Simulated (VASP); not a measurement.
# AlN in VASP: notebook

Aim: see how the results for AlN move with the level of theory and the settings. Levels: PBE, r2SCAN, HSE06. Tasks: single point.

Program: VASP 6.6.1. These are calculated values, not measurements. Logs are shortened: lines on timing, memory, paths and dates and some standing lists are left out, and cuts for length are marked.

## 1. The cell of the first run

Symmetry: Immm, No. 71, orthorhombic system. Conventional cell: a = 2.820 Å, b = 2.890 Å, c = 4.038 Å, α = 90.00°, β = 90.00°, γ = 90.00°. Al (site symmetry mmm) has 6 N at 2.02 Å within 2.7 Å. Within 2.7 Å of N (site symmetry mmm) lie 6 Al at 2.02 Å.

## 2. Single point, PBE (shear xy strain -2.5%)

The input, INCAR:

```
SYSTEM = AlN
PREC = Accurate ; ENCUT = 520
EDIFF = 1E-7 ; ISMEAR = -1
SIGMA = 0.02 ; LREAL = .FALSE.
LASPH = .TRUE. ; NELM = 60
ALGO = Normal ; ISIF = 2
LWAVE = .FALSE. ; LCHARG = .TRUE.
GGA = PE ; LELF = .TRUE.
LVHAR = .TRUE. ; NBANDS = 11
```

The input, KPOINTS:

```
Automatic mesh
0
G
  10 10 10
  0 0 0
```

The input, POSCAR:

```
AlN
1.0
   -0.0248320819      2.0188684454      2.0188684454
    2.0188684454     -0.0248320819      2.0188684454
    1.9940363635      1.9940363635      0.0000000000
Al N
1 1
Direct
    0.0000000000      0.0000000000      0.0000000000
    0.5000000000      0.5000000000      0.5000000000
```

Potentials or basis: VASP PAW PBE potentials, release 64 (Al, N).

Launch:

```sh
$ cat potpaw_PBE.64/Al/POTCAR potpaw_PBE.64/N/POTCAR > POTCAR
$ mpirun -np 1 vasp_std > vasp.out
```

OUTCAR:

```text
SYSTEM = AlN
   PREC = Accurate
   ENCUT = 520
   EDIFF = 1E-7
   ISMEAR = -1
   LREAL = .FALSE.
   LASPH = .TRUE.
   NELM = 60
   ISIF = 2
   GGA = PE

 ion  position               nearest neighbor table
   1  0.000  0.000  0.000-   2 2.02   2 2.02   2 2.02   2 2.02   2 2.02   2 2.02
   2  0.500  0.500  0.500-   1 2.02   1 2.02   1 2.02   1 2.02   1 2.02   1 2.02

  LATTYP: Found a body centered orthorhombic cell.
 ALAT       =     2.8199932691
 B/A-ratio  =     1.0249063481
 C/A-ratio  =     1.4318250100

  Lattice vectors:

 A1 = (   0.0248320819,  -2.0188684454,  -2.0188684454)
 A2 = (  -0.0248320819,   2.0188684454,  -2.0188684454)
 A3 = (   2.0188684454,  -0.0248320819,   2.0188684454)

Analysis of symmetry for initial positions (statically):
=====================================================================
 Subroutine PRICEL returns:
 Original cell was already a primitive cell.

 Routine SETGRP: Setting up the symmetry group for a
 body centered orthorhombic supercell.

 Subroutine GETGRP returns: Found  8 space group operations
 (whereof  8 operations were pure point group operations)
 out of a pool of  8 trial point group operations.

The static configuration has the point symmetry D_2h.

Analysis of symmetry for dynamics (positions and initial velocities):
=====================================================================
 Subroutine PRICEL returns:
 Original cell was already a primitive cell.

 Routine SETGRP: Setting up the symmetry group for a
 body centered orthorhombic supercell.

 Subroutine GETGRP returns: Found  8 space group operations
 (whereof  8 operations were pure point group operations)
 out of a pool of  8 trial point group operations.

The dynamic configuration has the point symmetry D_2h.

 Subroutine INISYM returns: Found  8 space group operations
 (whereof  8 operations are pure point group operations),
 and found     1 'primitive' translations

----------------------------------------------------------------------------------------

                                     Primitive cell

  volume of cell :      16.4546

  direct lattice vectors                    reciprocal lattice vectors
    -0.024832082  2.018868445  2.018868445    -0.244654240  0.244654240  0.247663488
     2.018868445 -0.024832082  2.018868445     0.244654240 -0.244654240  0.247663488
     1.994036364  1.994036364  0.000000000     0.250747684  0.250747684 -0.247663488

  length of vectors
     2.855219122  2.855219122  2.819993269     0.425498058  0.425498058  0.432534398

  position of ions in fractional coordinates (direct lattice)
     0.000000000  0.000000000  0.000000000
     0.500000000  0.500000000  0.500000000

  ion indices of the primitive-cell ions
   primitive index   ion index
                 1           1
                 2           2

----------------------------------------------------------------------------------------

 KPOINTS: Automatic mesh

Automatic generation of k-mesh.
 Grid dimensions read from file:
 generate k-points for:   10   10   10

 Generating k-lattice:

  Cartesian coordinates                     Fractional coordinates (reciprocal lattice)
    -0.024465424  0.024465424  0.024766349     0.100000000  0.000000000  0.000000000
     0.024465424 -0.024465424  0.024766349     0.000000000  0.100000000  0.000000000
     0.025074768  0.025074768 -0.024766349     0.000000000  0.000000000  0.100000000

  Length of vectors
     0.042549806  0.042549806  0.043253440

  Shift w.r.t. Gamma in fractional coordinates (k-lattice)
     0.000000000  0.000000000  0.000000000

 Subroutine IBZKPT returns following result:
 ===========================================

 Found    171 irreducible k-points:

 Following reciprocal coordinates:
            Coordinates               Weight
  0.000000  0.000000  0.000000      1.000000
  0.100000 -0.000000  0.000000      4.000000
  0.200000 -0.000000  0.000000      4.000000
  0.300000 -0.000000  0.000000      4.000000
  0.400000  0.000000  0.000000      4.000000
  0.500000  0.000000  0.000000      2.000000
[... 16 lines left out ...]
  0.300000  0.300000  0.000000      2.000000
  0.400000  0.300000  0.000000      4.000000
 [... further k-points ...]
   k-points           NKPTS =    171   k-points in BZ     NKDIM =    171   number of bands    NBANDS=     11
   number of dos      NEDOS =    301   number of ions     NIONS =      2
   total plane-waves  NPLWV =  13824
   dimension x,y,z NGX =    24 NGY =   24 NGZ =   24
   dimension x,y,z NGXF=    48 NGYF=   48 NGZF=   48
   ions per type =               1   1
   NGX,Y,Z   is equivalent  to a cutoff of  13.97, 13.97, 14.15 a.u.
   NGXF,Y,Z  is equivalent  to a cutoff of  27.95, 27.95, 28.30 a.u.
 SYSTEM =  AlN
   PREC   = accura    normal or accurate (medium, high low for compatibility)
   ISTART =      0    job   : 0-new  1-cont  2-samecut
   ICHARG =      2    charge: 1-file 2-atom 10-const
   ISPIN  =      1    spin polarized calculation?
   LNONCOLLINEAR =      F non collinear calculations
   LSORBIT =      F    spin-orbit coupling
   LASPH  =      T    aspherical Exc in radial PAW
   ENCUT  =  520.0 eV  38.22 Ry    6.18 a.u.   5.31  5.31  5.24*2*pi/ulx,y,z
   NELM   =     60;   NELMIN=  2; NELMDL= -5     # of ELM steps
   EDIFF  = 0.1E-06   stopping-criterion for ELM
   LREAL  =      F    real-space projection
   EDIFFG = 0.1E-05   stopping-criterion for IOM
   NSW    =      0    number of steps for IOM
   IBRION =     -1    ionic relax: 0-MD 1-quasi-New 2-CG
   NFREE  =      0    steps in history (QN), initial steepest desc. (CG)
   ISIF   =      2    stress and relaxation
   ISYM   =      2    0-nonsym 1-usesym 2-fastsym
   POTIM  = 0.5000    time-step for ionic-motion
   TEBEG  =    0.0;   TEEND  =   0.0 temperature during run
   PSTRESS=    0.0 pullay stress
   NELECT =       8.0000    total number of electrons
   NUPDOWN=      -1.0000    fix difference up-down
   EMIN   =  10.00;   EMAX   =-10.00  energy-range for DOS
   EFERMI =   0.00;   METHOD = LEGACY
   ISMEAR =    -1;   SIGMA  =   0.02  broadening in eV -4-tet -1-fermi 0-gaus
   EFERMI_NEDOS =   21; number of points for ismear=-14 and -15
   IALGO  =     38    algorithm
   IMIX   =      4    mixing-type and parameters
     AMIX     =   0.40;   BMIX     =  1.00
     AMIX_MAG =   1.60;   BMIX_MAG =  1.00
  volume/ion in A,a.u.               =       8.23        55.52
  Fermi-wavevector in a.u.,A,eV,Ry     =   1.287287  2.432620 22.546320  1.657108
  Thomas-Fermi vector in A             =   2.419310
   LORBIT       =      0    0 simple, 1 ext, 2 COOP (PROOUT), +10 PAW based schemes
   GGA     = PE    functional components
   LHFCALC =     F    Hartree Fock is set to
   AEXX    =    0.0000 exact exchange contribution
   IVDW    =     0    specifies the selected vdW correction
   LEPSILON=     F    determine dielectric tensor
   LRPA    =     F    only Hartree local field effects (RPA)
 non-spin polarized calculation
  energy-cutoff  :      520.00
  volume of cell :       16.45
 maximum number of plane-waves:       457
 NGX is ok and might be reduce to    24
   NGX = 11   NGY = 11   NGZ = 11

 number of electron       7.9999999 magnetization

 Free energy of the ion-electron system (eV)
  ---------------------------------------------------
  ext. energy  EPLUGINS =         0.00000000
  ---------------------------------------------------
  free energy    TOTEN  =       -14.52845682 eV

  energy without entropy =      -14.52845682  energy(sigma->0) =      -14.52845682

 E-fermi :  10.5682     XC(G=0): -12.3055

 val. band max:       10.1940947891   @ k =   0.0000   0.0000   0.0000
 cond. band min:      14.4698108479   @ k =   0.5000   0.5000   0.0000
 fundamental gap:      4.2757160588
 Fermi energy:        10.5682162995

 k-point     1 :       0.0000    0.0000    0.0000
  band No.  band energies     occupation
      1      -7.5715      2.00000
      2       9.8503      2.00000
      3      10.0158      2.00000
      4      10.1941      2.00000
      5      15.7358      0.00000
      6      21.8265      0.00000
      7      22.2242      0.00000
      8      22.5843      0.00000
      9      27.3077      0.00000
     10      27.8431      0.00000
     11      27.8536      0.00000

 k-point     2 :       0.1000   -0.0000    0.0000
  band No.  band energies     occupation
      1      -7.3691      2.00000
      2       8.8726      2.00000
      3       9.8489      2.00000
      4      10.0717      2.00000
      5      16.3894      0.00000
      6      21.1191      0.00000
      7      22.4216      0.00000
      8      22.8672      0.00000
      9      26.2345      0.00000
     10      26.4081      0.00000
     11      28.4587      0.00000

 k-point     3 :       0.2000   -0.0000    0.0000
  band No.  band energies     occupation
      1      -6.7805      2.00000
      2       6.7215      2.00000
      3       9.5639      2.00000
      4       9.7738      2.00000
      5      17.0970      0.00000
      6      20.6712      0.00000
      7      22.7129      0.00000
      8      22.9816      0.00000
      9      25.5009      0.00000
     10      25.9414      0.00000
     11      27.7861      0.00000
[... 267 lines left out ...]
 k-point    23 :       0.3000    0.3000    0.0000
  band No.  band energies     occupation
      1      -5.3067      2.00000
      2       5.1911      2.00000
      3       7.7516      2.00000
      4       8.2325      2.00000
      5      16.4444      0.00000
      6      17.2282      0.00000
      7      21.8236      0.00000
      8      25.5479      0.00000
      9      25.8859      0.00000
     10      30.6133      0.00000
     11      34.0387      0.00000

 k-point    24 :       0.4000    0.3000    0.0000
  band No.  band energies     occupation
      1      -4.5502      2.00000
      2       4.1228      2.00000
      3       7.0207      2.00000
      4       7.9775      2.00000
      5      16.4434      0.00000
      6      16.6965      0.00000
      7      22.2644      0.00000
      8      25.8397      0.00000
      9      26.3210      0.00000
     10      31.9553      0.00000
     11      34.7983      0.00000

 [... further k-points ...]

------------------------ aborting loop because EDIFF is reached ----------------------------------------

  FORCE on cell =-STRESS in cart. coord.  units (eV):
  Direction    XX          YY          ZZ          XY          YZ          ZX
  --------------------------------------------------------------------------------------
  -------------------------------------------------------------------------------------
  Total        0.6462084      0.6462084      0.6189947      0.7992667      0.0000000      0.0000000
  in kB       62.9208882     62.9208882     60.2711046     77.8240745      0.0000000      0.0000000
  external PRESSURE =      62.0376270 kB  Pullay stress =       0.0000000 kB

 VOLUME and BASIS-vectors are now :
 -----------------------------------------------------------------------------
  energy-cutoff  :      520.00
  volume of cell :       16.45
      direct lattice vectors                 reciprocal lattice vectors
    -0.024832082  2.018868445  2.018868445    -0.244654240  0.244654240  0.247663488
     2.018868445 -0.024832082  2.018868445     0.244654240 -0.244654240  0.247663488
     1.994036364  1.994036364  0.000000000     0.250747684  0.250747684 -0.247663488

 POSITION                                       TOTAL-FORCE (eV/Angst)
 -----------------------------------------------------------------------------------
      0.00000      0.00000      0.00000        -0.000000      0.000000      0.000000
      1.99404      1.99404      2.01887         0.000000      0.000000      0.000000
 -----------------------------------------------------------------------------------
    total drift:                               -0.000000     -0.000000      0.000000

  FREE ENERGIE OF THE ION-ELECTRON SYSTEM (eV)
  ---------------------------------------------------
  free  energy   TOTEN  =       -14.5284568164 eV

  energy  without entropy=      -14.5284568164  energy(sigma->0) =      -14.52845682
```

Wall time 21 s (1 thread of Intel Xeon Platinum 8259CL at 2.50GHz (Skylake/Cascade Lake), shared host); peak memory 0.15 GiB.

Results:

```yaml
Free_energy: -14.5285 eV
Pressure: 6.2 GPa
Band_gap_on_the_k_mesh: 4.28 eV (least direct gap 5.54 eV)
```

Caveat: the cell differs from its parent crystal (shear xy strain -2.5%); the cell stands under pressure; the structure was generated, so it needn't be the stable form of AlN.

## 3. Single point, r2SCAN (shear xy strain -2.5%)

POSCAR is that of step 2.

The input, INCAR.step1:

```
SYSTEM = AlN
ALGO     = Normal         ! electronic algorithm
EDIFF    = 1E-4           ! SCF threshold, eV
ENCUT    = 520            ! plane-wave cutoff, eV
GGA      = PE             ! functional
ISMEAR   = 0              ! smearing method
LASPH    = .TRUE.         ! aspherical terms in the spheres
LCHARG   = .FALSE.        ! write CHGCAR
LREAL    = .FALSE.        ! projectors in reciprocal space
LWAVE    = .TRUE.         ! write WAVECAR
NBANDS   = 11             ! bands
NELM     = 100            ! most SCF steps
PREC     = Accurate       ! precision mode
SIGMA    = 0.01           ! smearing width, eV
```

The input, INCAR.step2:

```
SYSTEM = AlN
ALGO     = Normal         ! electronic algorithm
EDIFF    = 1E-6           ! SCF threshold, eV
ENCUT    = 520            ! plane-wave cutoff, eV
ISIF     = 2              ! what is computed and relaxed
ISMEAR   = 0              ! smearing method
ISTART   = 1            
LASPH    = .TRUE.         ! aspherical terms in the spheres
LCHARG   = .FALSE.        ! write CHGCAR
LMIXTAU  = .TRUE.       
LREAL    = .FALSE.        ! projectors in reciprocal space
LWAVE    = .FALSE.        ! write WAVECAR
METAGGA  = R2SCAN         ! meta-GGA
NBANDS   = 11             ! bands
NELM     = 100            ! most SCF steps
PREC     = Accurate       ! precision mode
SIGMA    = 0.01           ! smearing width, eV
```

The input, KPOINTS:

```
k-points
0
G
  10 10 10
  0 0 0
```

Potentials or basis: VASP PAW PBE potentials, release 64 (Al, N).

Launch:

```sh
$ cat potpaw_PBE.64/Al/POTCAR potpaw_PBE.64/N/POTCAR > POTCAR
$ cp INCAR.step1 INCAR
$ mpirun -np 1 vasp_std > vasp.out
$ cp INCAR.step2 INCAR
$ mpirun -np 1 vasp_std > vasp.out
```

Wall time 73 s (1 thread of Intel Xeon Platinum 8259CL at 2.50GHz (Skylake/Cascade Lake), shared host); peak memory 0.16 GiB.

It converged, with:

| Property | Result |
| --- | --- |
| Free energy | -18.8864 eV |
| Pressure | -0.7 GPa |
| Band gap on the k mesh | 5.09 eV (least direct gap 6.38 eV) |

Stress tensor (GPa, compression positive):
```
-0.61  8.34  0.00
 8.34 -0.61  0.00
 0.00  0.00 -0.89
```

Levels at points of the mesh, in eV from the valence-band top:
```csv
k point,band 1,band 2,band 3,band 4,band 5,band 6,band 7,band 8,band 9
"(0.00, 0.00, 0.00)",-18.62,-0.35,-0.18,0.00,6.38,12.36,12.77,13.14,18.43
"(0.50, 0.00, 0.00)",-15.42,-8.74,-1.34,-1.16,6.92,11.87,12.08,14.38,17.49
"(0.50, 0.50, 0.00)",-14.39,-7.75,-3.35,-2.82,5.09,6.06,15.24,18.48,18.72
"(0.00, 0.00, 0.50)",-15.29,-8.56,-1.51,-1.35,6.57,11.46,11.68,14.64,17.20
"(0.50, 0.00, 0.50)",-14.38,-7.75,-3.08,-3.08,5.35,5.80,15.20,18.59,18.62
```

Caveat: the cell differs from its parent crystal (shear xy strain -2.5%); the structure was generated, so it needn't be the stable form of AlN; the PAW data sets were made with another functional, which shifts forces and pressure a little. A k mesh can miss the band edges.

## 4. Single point, HSE06 (strain +5.8%)

The input, POSCAR:

```
AlN
1.0
    0.0000000000      2.1369722495      2.1369722495
    2.1369722495      0.0000000000      2.1369722495
    2.1369722495      2.1369722495      0.0000000000
Al N
1 1
Direct
    0.0000000000      0.0000000000      0.0000000000
    0.5000000000      0.5000000000      0.5000000000
```

The input, INCAR.step1:

```
PREC = Accurate ; ENCUT = 520
EDIFF = 1E-5 ; ISMEAR = 0
SIGMA = 0.01 ; LREAL = False
LASPH = True ; NELM = 60
ALGO = Normal ; ISIF = 2
LWAVE = True ; LCHARG = False
GGA = PE ; NBANDS = 11
```

The input, INCAR.step2:

```
PREC = Accurate ; ENCUT = 520
EDIFF = 1E-6 ; ISMEAR = 0
SIGMA = 0.01 ; LREAL = False
LASPH = True ; NELM = 60
ALGO = Normal ; ISIF = 2
LWAVE = False ; LCHARG = False
GGA = PE ; LHFCALC = True
HFSCREEN = 0.2079 ; PRECFOCK = Normal
ISTART = 1 ; NBANDS = 11
```

The input, KPOINTS:

```
regular mesh
0
Gamma
  8 8 8
```

Launch:

```sh
$ cat potpaw_PBE.64/Al/POTCAR potpaw_PBE.64/N/POTCAR > POTCAR
$ cp INCAR.step1 INCAR
$ mpirun -np 1 vasp_std > vasp.out
$ cp INCAR.step2 INCAR
$ mpirun -np 1 vasp_std > vasp.out
```

It took 28 min on 1 thread of Intel Xeon Platinum 8259CL at 2.50GHz (Skylake/Cascade Lake), shared host; peak memory 0.25 GiB.

It converged, with:

- Free energy: -16.7410 eV
- Pressure: -34.8 GPa
- Band gap on the k mesh: 4.32 eV (least direct gap 4.76 eV)

Levels at points of the mesh, in eV from the valence-band top:
| k point | band 1 | band 2 | band 3 | band 4 | band 5 | band 6 | band 7 | band 8 |
| --- | --- | --- | --- | --- | --- | --- | --- | --- |
| (0.00, 0.00, 0.00) | -17.76 | 0.00 | 0.00 | 0.00 | 4.76 | 13.14 | 13.14 | 13.14 |
| (0.50, 0.00, 0.00) | -14.96 | -7.96 | -0.87 | -0.87 | 6.40 | 11.18 | 11.18 | 12.88 |
| (0.50, 0.50, 0.00) | -14.14 | -6.90 | -2.62 | -2.62 | 4.32 | 6.75 | 14.15 | 16.84 |

Caveat: the cell differs from its parent crystal (strain +5.8%); the cell stands under tension; the structure was generated, so it needn't be the stable form of AlN; the PAW data sets were made with another functional, which shifts forces and pressure a little. A k mesh can miss the band edges.

## 5. Summary

```tsv
level	cell	k mesh	smearing	grid for exact exchange (PRECFOCK)	share of exact exchange	screening parameter	gap on the mesh (eV)	pressure (GPa)
PBE	a = 2.855, b = 2.855, c = 2.820 Å, angles 60.4, 60.4, 60.8°, 2 atoms	10 × 10 × 10	fermi-dirac 0.02 eV	-	-	-	4.28	6.2
r2SCAN	a = 2.855, b = 2.855, c = 2.820 Å, angles 60.4, 60.4, 60.8°, 2 atoms	10 × 10 × 10	gaussian 0.01 eV	-	-	-	5.09	-0.7
HSE06	a = 3.022 Å, angles 60.0°, 2 atoms	8 × 8 × 8	gaussian 0.01 eV	Normal	0.25	0.2079 1/Å	4.32	-34.8
```

Alike in all rows: task single point; potentials or basis VASP PAW PBE potentials, release 64 (Al, N); no spin polarisation; cutoff (eV) 520.

Caveats: the structure was generated, so it needn't be the stable form of AlN; the PAW data sets were made with another functional, which shifts forces and pressure a little (at least some runs); the cell stands under pressure (at least some runs); the cell stands under tension (at least some runs).

Absolute energies hang on the potentials; compare differences alone.
